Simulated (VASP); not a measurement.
HfN: single point with PBEsol

Crystal: HfN.

```
Hf N
1.0
     0.00000    2.06983    2.69078
     2.06983    0.00000    2.69078
     2.06983    2.06983    0.00000
Hf N
1 1
Direct
  0.00000 0.00000 0.00000
  0.50000 0.50000 0.50000
```

This cell differs from its parent crystal: ratio of the length along z to the lengths across it x 1.3, volume and fractional coordinates fixed.

```json
{
 "Program": "VASP 6.6.1",
 "Task": "single point",
 "Functional": "PBEsol",
 "Potentials or basis": "VASP PAW PBE potentials, release 64 (Hf_pv, N)",
 "Cutoff": "520 eV",
 "k mesh": "20 × 20 × 20",
 "Occupations": "gaussian, width 0.15 eV",
 "Spin": "no spin polarisation"
}
```

```
Pressure : 35.0 GPa
```

Stress tensor (GPa, compression positive):
```
 62.28   0.00   0.00
  0.00  62.28   0.00
  0.00   0.00 -19.62
```

Levels at points of the mesh, in eV from the Fermi level:
```tsv
k point	band 4	band 5	band 6	band 7	band 8	band 9	band 10	band 11
(0.00, 0.00, 0.00)	-17.46	-3.40	-2.48	-2.39	-2.39	-1.95	1.35	1.35
(0.50, 0.00, 0.00)	-14.02	-8.81	-6.64	-6.40	3.87	3.88	4.09	4.80
(0.50, 0.50, 0.00)	-16.72	-6.36	-3.39	-2.67	-2.67	4.71	5.40	5.40
(0.50, 0.00, 0.50)	-16.53	-4.03	-3.97	-3.42	-3.06	2.50	3.14	7.98
```

It took 85 s on 1 thread of Intel(R) Xeon(R) 6975P-C (Granite Rapids) (shared host), peak memory 0.33 GiB.

Caveat: the PAW data sets were made with another functional, which shifts forces and pressure a little; spin-orbit coupling is left out, which moves the levels of the heavy elements.
